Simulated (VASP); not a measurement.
Write the native input for VASP 6.6.1 that does the following.

| Item | Value |
| --- | --- |
| Task | single point |
| Functional | PBE |
| Potentials or basis | VASP PAW PBE potentials, release 64 (Li_sv) |
| Cutoff | 520 eV |
| k mesh | 8 × 8 × 1 |
| Occupations | gaussian, width 0.1 eV |
| Spin | no spin polarisation |
| Dipole correction | yes |
| Further INCAR settings | ALGO = Normal; EDIFF = 1e-07; NBANDS = 8 |

The structure of Li lies in POSCAR:

```
Li
1.0
    2.3125000000      0.0000000000      0.0000000000
    0.0000000000      2.3125000000      0.0000000000
    0.0000000000      0.0000000000     14.0000000000
Li
1
Direct
    0.5000000000      0.5000000000      0.5000000000
```

One way to write it, as run:

INCAR

```
SYSTEM = Li
PREC = Accurate
ENCUT = 520
EDIFF = 1E-7
ISMEAR = 0
SIGMA = 0.1
LREAL = .False.
LASPH = .True.
NELM = 60
ALGO = Normal
ISIF = 2
LWAVE = .False.
LCHARG = .False.
LDIPOL = .True.
IDIPOL = 3
DIPOL = 0.5 0.5 0.500
GGA = PE
NBANDS = 8
```

KPOINTS

```
Automatic mesh
0
Gamma
  8 8 1
  0 0 0
```

Potentials or basis: VASP PAW PBE potentials, release 64 (Li_sv).

The run is started by

```sh
$ cat potpaw_PBE.64/Li_sv/POTCAR > POTCAR
$ mpirun -np 1 vasp_std > vasp.out
```

Wall time 12 s on 1 thread of Intel(R) Xeon(R) Platinum 8259CL CPU @ 2.50GHz (Skylake/Cascade Lake), on a shared host, peak memory 0.16 GiB.
